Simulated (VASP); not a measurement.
**HgTe (Coloradoite): single point with r2SCAN+D3(BJ)**

HgTe (Coloradoite):

```xyz
2
Lattice="0.0000 3.2659 3.2659 3.2659 0.0000 3.2659 3.2659 3.2659 0.0000" Properties=species:S:1:pos:R:3 pbc="T T T"
Hg    0.0000    0.0000    0.0000
Te    1.6330    1.6330    1.6330
```

| Item | Value |
| --- | --- |
| Program | VASP 6.6.1 |
| Task | single point |
| Functional | r2SCAN |
| Dispersion | D3(BJ) |
| Potentials or basis | VASP PAW PBE potentials, release 64 (Hg, Te) |
| Cutoff | 520 eV |
| k mesh | 10 × 10 × 10 |
| Occupations | gaussian, width 0.05 eV |
| Spin | no spin polarisation |
| Dipole correction | no |
| Further INCAR settings | ALGO = Normal; EDIFF = 1e-07; NBANDS = 16 |

```yaml
Pressure: 0.1 GPa
Band_gap_on_the_k_mesh: zero (filled and empty bands touch)
Dispersion_energy_per_atom: -0.170 eV
```

Levels at points of the mesh, in eV from the Fermi level:
| k point | band 7 | band 8 | band 9 | band 10 | band 11 | band 12 |
| --- | --- | --- | --- | --- | --- | --- |
| (0.00, 0.00, 0.00) | -0.51 | -0.02 | -0.02 | -0.02 | 4.61 | 4.61 |
| (0.50, 0.00, 0.00) | -5.45 | -0.97 | -0.97 | 0.93 | 5.39 | 5.39 |
| (0.50, 0.50, 0.00) | -5.42 | -2.23 | -2.23 | 2.08 | 2.80 | 8.57 |

Wall time 2.6 min on 1 thread of Intel Xeon 6975P-C, on a shared host, peak memory 0.26 GiB.

Caveat: the PAW data sets were made with another functional, which shifts forces and pressure a little; spin-orbit coupling is left out, which moves the levels of the heavy elements; pairwise dispersion overbinds metals, which lowers pressure and volume.
